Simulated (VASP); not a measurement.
Set up this calculation in VASP 6.6.1, as the native input.

| Item | Value |
| --- | --- |
| Task | single point |
| Functional | PBE |
| Potentials or basis | VASP PAW PBE potentials, release 64 (Bi_d, Te) |
| Cutoff | 520 eV |
| k mesh | 3 × 3 × 3 |
| Occupations | gaussian, width 0.1 eV |
| Spin | no spin polarisation |
| Dipole correction | no |
| Further INCAR settings | ALGO = Normal; EDIFF = 1e-07; NBANDS = 32 |

The structure of Bi2Te3 lies in POSCAR:

```
Bi2Te3
1.0
    2.2085012539      1.2750787934      9.9466700000
   -2.2085012539      1.2750787934      9.9466700000
    0.0000000000     -2.5501575869      9.9466700000
Bi Te
2 3
Direct
    0.8120000000      0.8120000000      0.8120000000
    0.4020000000      0.4020000000      0.4020000000
    0.6110000000      0.6110000000      0.6110000000
    0.2000000000      0.2000000000      0.2000000000
    0.0000000000      0.0000000000      0.0000000000
```

The input as run:

INCAR

```
PREC = Accurate
ENCUT = 520
EDIFF = 1E-7
ISMEAR = 0
SIGMA = 0.1
LREAL = False
LASPH = True
NELM = 60
ALGO = Normal
ISIF = 2
LWAVE = False
LCHARG = False
GGA = PE
NBANDS = 32
```

KPOINTS

```
regular mesh
0
Gamma
  3 3 3
```

Potentials or basis: VASP PAW PBE potentials, release 64 (Bi_d, Te).

Launch:

```bash
$ cat potpaw_PBE.64/Bi_d/POTCAR potpaw_PBE.64/Te/POTCAR > POTCAR
$ mpirun -np 1 vasp_std > vasp.out
```

It gave:

```yaml
Pressure: 1.5 GPa
Largest_force: 1.349 eV/Å
```

Caveat: the k points lie up to 0.55 Å⁻¹ apart; forces of over 1 eV/Å act on the atoms, so gaps and moduli don't describe the material at rest.

It took 3.8 min on 1 thread of Intel Xeon 6975P-C (shared host), peak memory 0.88 GiB.
